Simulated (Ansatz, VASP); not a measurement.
# One calculation of PtSe2, two programs

```xyz
18
Lattice="4.8633 0.0000 0.0000 0.0000 6.5138 0.0000 0.0000 0.0000 24.4018" Properties=species:S:1:pos:R:3 pbc="T T T"
Pt    0.0000    3.2569    7.7804
Pt    0.0000    0.0000    9.4248
Pt    0.0000    3.2569   11.2449
Pt    0.0000    0.0000   13.1569
Pt    0.0000    3.2569   14.9771
Pt    0.0000    0.0000   16.6214
Se    3.7016    1.1763    7.5497
Se    1.1617    5.3375    7.5497
Se    3.5056    4.4370    9.4300
Se    1.3577    2.0767    9.4300
Se    3.5851    1.1375   11.2428
Se    1.2782    5.3763   11.2428
Se    3.5851    4.3944   13.1590
Se    1.2782    2.1194   13.1590
Se    3.5056    1.1802   14.9718
Se    1.3577    5.3336   14.9718
Se    3.7016    4.4332   16.8521
Se    1.1617    2.0806   16.8521
```

Alike in both runs: functional PBEsol; k mesh 7 × 6 × 1; occupations gaussian, width 0.1 eV; no spin polarisation.

Ansatz relaxed the structure, and its values are those at the end. VASP's run is a single point on that final structure, the one shown.

|  | VASP | Ansatz |
| --- | --- | --- |
| version | VASP 6.6.1 | Ansatz 0.2.0 |
| potentials or method | VASP PAW PBE potentials, release 64 (Pt, Se), cutoff 520 eV | scalar-relativistic, plane waves, PAW |
| valence electrons in the cell | 132 | 300 |

|  | VASP | Ansatz | Ansatz less VASP |
| --- | --- | --- | --- |
| gap on the k mesh at the Fermi level (eV) | none | none | - |
| rms of the force components (eV/Å) | 0.011 | 0.002 | -0.0082 |

VASP's potentials were made for PBE, not for PBEsol. A gap of «none» marks a metal or a gap that the smearing closes. VASP's potentials hold 132 valence electrons a cell and Ansatz's 300, so a difference there can come from the potentials and not from the codes. Ansatz's warnings: xc potential rough in thin density.

Spin-orbit coupling is off throughout.
